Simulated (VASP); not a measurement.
# WS2: single point with LDA

WS2:

```
CELL_PARAMETERS angstrom
3.12659 0.00000 0.00000
-1.56330 2.70771 0.00000
0.00000 0.00000 12.15203
ATOMIC_POSITIONS crystal
W 0.33333 0.66667 0.25000
W 0.66667 0.33333 0.75000
S 0.33333 0.66667 0.62143
S 0.66667 0.33333 0.12143
S 0.33333 0.66667 0.87857
S 0.66667 0.33333 0.37857
```

This cell differs from its parent crystal: engineering shear strain xz +0.0000, engineering shear strain yz +0.0000.

- Program: VASP 6.6.1
- Task: single point
- Functional: LDA
- Potentials or basis: VASP PAW LDA potentials, release 64 (W_sv, S)
- Cutoff: 520 eV
- k mesh: 12 × 12 × 4
- Occupations: gaussian, width 0.05 eV
- Spin: no spin polarisation
- Dipole correction: no
- Further INCAR settings: ALGO = Normal; EDIFF = 1e-07; NBANDS = 35

The pressure is 0.4 GPa and the largest force is 0.042 eV/Å. The band gap on the k mesh is 0.85 eV (least direct gap 1.89 eV).

Forces on the atoms (eV/Å):
```
W    0.000  0.000  0.000
W    0.000  0.000  0.000
S    0.000  0.000 -0.042
S    0.000  0.000 -0.042
S    0.000  0.000  0.042
S    0.000  0.000  0.042
```

Levels at points of the mesh, in eV from the valence-band top:
```csv
k point,band 24,band 25,band 26,band 27,band 28,band 29
"(0.00, 0.00, 0.00)",-1.44,-1.40,0.00,2.32,2.32,2.33
"(0.50, 0.00, 0.00)",-1.78,-1.73,-1.59,2.33,2.38,2.55
"(0.00, 0.00, 0.50)",-2.27,-0.33,-0.33,2.31,2.31,2.31
"(0.50, 0.00, 0.50)",-1.85,-1.67,-1.67,2.35,2.35,2.78
```

Wall time 5.9 min on 1 thread of AMD EPYC 7R43 64-Core Processor (Zen 3) (shared host), peak memory 0.25 GiB.

Caveat: the cell differs from its parent crystal (engineering shear strain xz +0.0000, engineering shear strain yz +0.0000); spin-orbit coupling is left out, which moves the levels of the heavy elements. A k mesh can miss the band edges.
